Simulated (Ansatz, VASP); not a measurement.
MoI in VASP and in Ansatz

```xyz
2
Lattice="0.0000 2.9471 2.9471 2.9471 0.0000 2.9471 2.9471 2.9471 0.0000" Properties=species:S:1:pos:R:3 pbc="T T T"
Mo    0.0000    0.0000    0.0000
I     2.9471    2.9471    2.9471
```

Alike in both runs: functional PBE; k mesh 16 × 16 × 16; occupations gaussian, width 0.1 eV; collinear spin.

Ansatz relaxed the structure, and its values are those at the end. VASP's run is a single point on that final structure, the one shown.

```csv
,VASP,Ansatz
version,VASP 6.6.1,Ansatz 0.2.0
potentials or method,"VASP PAW PBE potentials, release 64 (Mo_sv, I), cutoff 520 eV","scalar-relativistic, plane waves, PAW"
valence electrons in the cell,21,31
```

Ansatz gave:

```
gap on the k mesh at the Fermi level (eV)                     : none
pressure (GPa)                                                : 0.0
net moment per atom (μB)                                      : 1.72
size of the moment on the site where the two differ most (μB) : 2.75
```

Problem. Which values does VASP return?

Solution. gap on the k mesh at the Fermi level (eV): none; pressure (GPa): -0.1; net moment per atom (μB): 1.72; size of the moment on the site where the two differ most (μB): 2.87.

Site moments also hang on the region over which each program counts them. A gap of «none» marks a metal or a gap that the smearing closes. VASP's potentials hold 21 valence electrons a cell and Ansatz's 31, so a difference there can come from the potentials and not from the codes.

Spin-orbit coupling is off throughout.
